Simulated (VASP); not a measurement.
# PbI2 (P-3m1) in VASP: a series of runs, part 2 of 2

VASP 6.6.1.

## 3. Relaxation of cell and atoms, PBEsol

This run uses another cell than the first one, of 41.79 Å³/atom.

Contents of INCAR:

```
PREC = Accurate ; ENCUT = 500
EDIFF = 1E-7 ; ISMEAR = 0
SIGMA = 0.02 ; LREAL = F
LASPH = T ; NELM = 120
ALGO = Normal ; ISIF = 3
LWAVE = F ; LCHARG = F
GGA = PS ; IBRION = 2
NSW = 100 ; EDIFFG = -0.005
GGA_COMPAT = F ; NELMIN = 4
```

Contents of KPOINTS:

```
Automatic mesh
0
Gamma
  9 9 4
```

Contents of POSCAR:

```
PbI2
1.0
    4.5550018558      0.0000000000      0.0000000000
   -2.2775009279      3.9447473214      0.0000000000
    0.0000000000      0.0000000000      6.9770000000
Pb I
1 2
Direct
    0.0000000000      0.0000000000      0.0000000000
    0.3333333333      0.6666666667      0.2650000000
    0.6666666667      0.3333333333      0.7350000000
```

Potentials or basis: VASP PAW PBE potentials, release 64 (Pb_d, I).

The run is started by

```bash
cat potpaw_PBE.64/Pb_d/POTCAR potpaw_PBE.64/I/POTCAR > POTCAR
mpirun -np 1 vasp_std > vasp.out
```

OUTCAR:

```text
PREC = Accurate
   ENCUT = 500
   EDIFF = 1E-7
   ISMEAR = 0
   LREAL = F
   LASPH = T
   NELM = 120
   ISIF = 3
   GGA = PS
   IBRION = 2
   NSW = 100
   EDIFFG = -0.005
   NELMIN = 4

 ion  position               nearest neighbor table
   1  0.000  0.000  0.000-   2 3.21   3 3.21   2 3.21   3 3.21   3 3.21   2 3.21
   2  0.333  0.667  0.265-   1 3.21   1 3.21   1 3.21
   3  0.667  0.333  0.735-   1 3.21   1 3.21   1 3.21

  LATTYP: Found a hexagonal cell.
 ALAT       =     4.5550018558
 C/A-ratio  =     1.5317227568

  Lattice vectors:

 A1 = (   4.5550018558,   0.0000000000,   0.0000000000)
 A2 = (  -2.2775009279,   3.9447473214,   0.0000000000)
 A3 = (   0.0000000000,   0.0000000000,   6.9770000000)

Analysis of symmetry for initial positions (statically):
=====================================================================
 Subroutine PRICEL returns:
 Original cell was already a primitive cell.

 Routine SETGRP: Setting up the symmetry group for a
 hexagonal supercell.

 Subroutine GETGRP returns: Found 12 space group operations
 (whereof 12 operations were pure point group operations)
 out of a pool of 24 trial point group operations.

The static configuration has the point symmetry D_3d.

Analysis of symmetry for dynamics (positions and initial velocities):
=====================================================================
 Subroutine PRICEL returns:
 Original cell was already a primitive cell.

 Routine SETGRP: Setting up the symmetry group for a
 hexagonal supercell.

 Subroutine GETGRP returns: Found 12 space group operations
 (whereof 12 operations were pure point group operations)
 out of a pool of 24 trial point group operations.

The dynamic configuration has the point symmetry D_3d.

 Subroutine INISYM returns: Found 12 space group operations
 (whereof 12 operations are pure point group operations),
 and found     1 'primitive' translations

[... 138 lines left out ...]
 number of electron      28.0000001 magnetization

 Free energy of the ion-electron system (eV)
  ---------------------------------------------------
  ext. energy  EPLUGINS =         0.00000000
  ---------------------------------------------------
  free energy    TOTEN  =        -9.33754516 eV

  energy without entropy =       -9.33754516  energy(sigma->0) =       -9.33754516

------------------------ aborting loop because EDIFF is reached ----------------------------------------

  FORCE on cell =-STRESS in cart. coord.  units (eV):
  Direction    XX          YY          ZZ          XY          YZ          ZX
  --------------------------------------------------------------------------------------
  -------------------------------------------------------------------------------------
  Total        0.0001035      0.0001035      0.1163808      0.0000000      0.0000000      0.0000000
  in kB        0.0013223      0.0013223      1.4873581      0.0000000      0.0000000      0.0000000
  external PRESSURE =       0.4966676 kB  Pullay stress =       0.0000000 kB
[... 92 lines left out ...]
  FREE ENERGIE OF THE ION-ELECTRON SYSTEM (eV)
  ---------------------------------------------------
  free  energy   TOTEN  =        -9.3377609450 eV

  energy  without entropy=       -9.3377609450  energy(sigma->0) =       -9.33776094

[... ionic steps 4 to 12 ...]

--------------------------------------- Ionic step       13  -------------------------------------------

 number of electron      28.0000003 magnetization

------------------------ aborting loop because EDIFF is reached ----------------------------------------
[... 69 lines left out ...]
--------------------------------------- Ionic step       15  -------------------------------------------

 number of electron      28.0000003 magnetization

 Free energy of the ion-electron system (eV)
  ---------------------------------------------------
  ext. energy  EPLUGINS =         0.00000000
  ---------------------------------------------------
  free energy    TOTEN  =        -9.33816470 eV

  energy without entropy =       -9.33816470  energy(sigma->0) =       -9.33816470

 E-fermi :   2.5842     XC(G=0):  -8.2882

 val. band max:        2.5039967078   @ k =   0.0000   0.0000   0.5000
 cond. band min:       4.6470009743   @ k =   0.0000   0.0000   0.5000
 fundamental gap:      2.1430042665
 Fermi energy:         2.5841795822

 k-point     1 :       0.0000    0.0000    0.0000
  band No.  band energies     occupation
      1     -13.5286      2.00000
      2     -13.5286      2.00000
      3     -13.5125      2.00000
      4     -13.5044      2.00000
      5     -13.5044      2.00000
      6      -9.7365      2.00000
[... 481 lines left out ...]
      5     -13.4971      2.00000
      6      -9.3314      2.00000
[... 10 lines left out ...]
     17       6.6919      0.00000
     18       8.6647      0.00000

 [... further k-points ...]

------------------------ aborting loop because EDIFF is reached ----------------------------------------

  FORCE on cell =-STRESS in cart. coord.  units (eV):
  Direction    XX          YY          ZZ          XY          YZ          ZX
  --------------------------------------------------------------------------------------
  -------------------------------------------------------------------------------------
  Total       -0.0142513     -0.0142513      0.0014655      0.0000000      0.0000000      0.0000000
  in kB       -0.1811676     -0.1811676      0.0186297      0.0000000      0.0000000      0.0000000
  external PRESSURE =      -0.1145685 kB  Pullay stress =       0.0000000 kB
[... 18 lines left out ...]
  FREE ENERGIE OF THE ION-ELECTRON SYSTEM (eV)
  ---------------------------------------------------
  free  energy   TOTEN  =        -9.3381646989 eV

  energy  without entropy=       -9.3381646989  energy(sigma->0) =       -9.33816470

 reached required accuracy - stopping structural energy minimisation
```

OSZICAR:

```text
N       E                     dE             d eps       ncg     rms          rms(c)
DAV:   1     0.230041253546E+03    0.23004E+03   -0.11627E+04  1556   0.134E+03
[... 120 lines left out ...]
       N       E                     dE             d eps       ncg     rms          rms(c)
DAV:   1    -0.933834133401E+01   -0.19182E-03   -0.88796E-03  1652   0.941E-01    0.673E-02
DAV:   2    -0.933821556472E+01    0.12577E-03   -0.34529E-04  1728   0.234E-01    0.340E-02
DAV:   3    -0.933816682950E+01    0.48735E-04   -0.14103E-04  1868   0.160E-01    0.129E-02
DAV:   4    -0.933816521949E+01    0.16100E-05   -0.10135E-05  1656   0.350E-02    0.531E-03
DAV:   5    -0.933816467651E+01    0.54298E-06   -0.15717E-06  2118   0.145E-02    0.321E-03
DAV:   6    -0.933816469894E+01   -0.22431E-07   -0.17615E-07  1088   0.383E-03
  15 F= -.93381647E+01 E0= -.93381647E+01  d E =-.225323E-04
```

It took 13 min on 1 thread of Oxide Virtual Turin-like, shared host; peak memory 0.29 GiB.

What came out:

```yaml
Free_energy: -9.3382 eV
Relaxed_volume: 42.01 Å³/atom
Relaxed_cell: a = 4.543 Å, b = 4.543 Å, c = 7.050 Å, α = 90.00°, β = 90.00°, γ = 120.00°
Space_group_after_relaxing_to_0.1_Å: P-3m1 (No. 164)
Energy_gained_by_relaxing: 0.2 meV/atom
Ionic_steps: 15
Pressure_after_relaxing: 0.0 GPa
Largest_force_after_relaxing: 0.004 eV/Å
Band_gap_on_the_k_mesh: 2.14 eV
```

Forces in eV/Å, atoms in the order of the input:
```
Pb   0.000  0.000  0.000
I    0.000  0.000 -0.004
I    0.000  0.000  0.004
```

The path:
```
step  energy change (eV)  largest force (eV/Å)  pressure (GPa)  volume (Å³)
   1              0.0000                0.0101            0.05       125.37
   2             -0.0002                0.0028           -0.01       125.60
   3             -0.0002                0.0153           -0.06       125.83
   4             -0.0003                0.0144           -0.05       125.77
   5             -0.0005                0.0124           -0.01       125.61
   6             -0.0005                0.0119            0.00       125.59
   7             -0.0005                0.0121            0.00       125.59
   8             -0.0005                0.0087            0.01       125.58
   9             -0.0006                0.0021            0.03       125.55
  10             -0.0006                0.0022            0.03       125.58
  11             -0.0006                0.0017            0.02       125.66
  12             -0.0006                0.0008            0.01       125.84
  13             -0.0006                0.0005            0.00       125.92
  14             -0.0006                0.0014            0.00       125.95
  15             -0.0006                0.0041           -0.01       126.03
```

Final structure:
```cif
data_structure
_symmetry_space_group_name_H-M 'P 1'
_symmetry_Int_Tables_number 1
_cell_length_a 4.5433
_cell_length_b 4.5433
_cell_length_c 7.0504
_cell_angle_alpha 90.000
_cell_angle_beta 90.000
_cell_angle_gamma 120.000
_cell_volume 126.03
loop_
_atom_site_label
_atom_site_type_symbol
_atom_site_fract_x
_atom_site_fract_y
_atom_site_fract_z
_atom_site_occupancy
Pb1 Pb 0.00000 0.00000 0.00000 1
I1 I 0.33333 0.66667 0.26406 1
I2 I 0.66667 0.33333 0.73594 1
```

Caveat: the PAW data sets were made with another functional, which shifts forces and pressure a little; spin-orbit coupling is left out, which moves the levels of the heavy elements; this functional lacks dispersion, which binds layers or chains, so the pressure and a relaxed spacing across them are unreliable. Zero-point motion and thermal expansion aren't in these numbers.
